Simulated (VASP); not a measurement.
BaF2: relaxation of cell and atoms with PBE

The system is BaF2.

```
CELL_PARAMETERS angstrom
0.00000 3.12319 3.12319
3.12319 0.00000 3.12319
3.12319 3.12319 0.00000
ATOMIC_POSITIONS crystal
Ba 0.00000 0.00000 0.00000
F 0.25000 0.25000 0.25000
F 0.75000 0.75000 0.75000
```

```
Program                : VASP 6.6.1
Task                   : relaxation of cell and atoms
Functional             : PBE
Potentials or basis    : VASP PAW PBE potentials, release 64 (Ba_sv, F)
Cutoff                 : 600 eV
k mesh                 : 6 × 6 × 6
Occupations            : gaussian, width 0.01 eV
Spin                   : no spin polarisation
Target pressure        : 1 GPa
Dipole correction      : no
Further INCAR settings : ALGO = Normal; EDIFF = 1e-07; IBRION = 2; EDIFFG = -0.001; NSW = 80; ISIF = 3
```

| Property | Result |
| --- | --- |
| Relaxed volume | 20.27 Å³/atom |
| Relaxed cell | a = 4.414 Å, b = 4.414 Å, c = 4.414 Å, α = 60.00°, β = 60.00°, γ = 60.00° |
| Space group after relaxing (to 0.1 Å) | Fm-3m (No. 225) |
| Energy change on relaxing (the run minimises the enthalpy) | +0.2 meV/atom |
| Ionic steps | 2 |
| Pressure after relaxing | 1.0 GPa |
| Band gap on the k mesh | 6.68 eV (least direct gap 6.74 eV) |

The path:
```
step  energy change (eV)  largest force (eV/Å)  pressure (GPa)  volume (Å³)
   1              0.0000                0.0000            0.90        60.93
   2              0.0006                0.0000            1.01        60.82
```

Final structure:
```
Ba F
1.0
     0.00000    3.12134    3.12134
     3.12134    0.00000    3.12134
     3.12134    3.12134    0.00000
Ba F
1 2
Direct
  0.00000 0.00000 0.00000
  0.25000 0.25000 0.25000
  0.75000 0.75000 0.75000
```

Levels at points of the mesh, in eV from the valence-band top:
```
           k point  band 10  band 11  band 12  band 13  band 14  band 15
(0.00, 0.00, 0.00)    -0.06    -0.06    -0.06     6.68     9.11     9.11
(0.50, 0.00, 0.00)    -0.34    -0.16    -0.16     8.99     9.10     9.10
(0.50, 0.50, 0.00)    -0.32    -0.32    -0.10     7.22     8.90    10.55
```

It took 26 s on 1 thread of Intel(R) Xeon(R) Platinum 8488C (Sapphire Rapids), with other jobs on the host, peak memory 0.21 GiB.

Caveat: the cell is relaxed towards a set pressure, so the run minimises the enthalpy, not the energy; spin-orbit coupling is left out, which moves the levels of the heavy elements. A k mesh can miss the band edges.
